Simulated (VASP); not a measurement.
The system is TiC.

```xyz
2
Lattice="0.0000 2.1593 2.1593 2.1593 0.0000 2.1593 2.1593 2.1593 0.0000" Properties=species:S:1:pos:R:3 pbc="T T T"
Ti    0.0000    0.0000    0.0000
C     2.1593    2.1593    2.1593
```

- Program: VASP 6.6.1
- Task: relaxation of cell and atoms
- Functional: PBEsol
- Potentials or basis: VASP PAW PBE potentials, release 64 (Ti_sv, C)
- Cutoff: 600 eV
- k mesh: 13 × 13 × 13
- Occupations: gaussian, width 0.15 eV
- Spin: no spin polarisation

At the start: pressure -4.4 GPa; volume 10.07 Å³/atom.

Problem. How do energy, volume and symmetry change on relaxing?

Solution. Over 3 steps the energy falls by 2.4 meV/atom and the volume is 9.90 Å³/atom (-1.7 %); space group Fm-3m (No. 225, to 0.05 Å).

Step by step:
```tsv
step	energy change (eV)	largest force (eV/Å)	pressure (GPa)	volume (Å³)
1	0.0000	0.0000	-4.40	20.14
2	0.0043	0.0000	6.42	19.34
3	-0.0047	0.0000	-0.02	19.80
```

Final structure:
```
Ti C
1.0
     0.00000    2.14714    2.14714
     2.14714    0.00000    2.14714
     2.14714    2.14714    0.00000
Ti C
1 1
Direct
  0.00000 0.00000 0.00000
  0.50000 0.50000 0.50000
```

Caveat: the PAW data sets were made with another functional, which shifts forces and pressure a little.
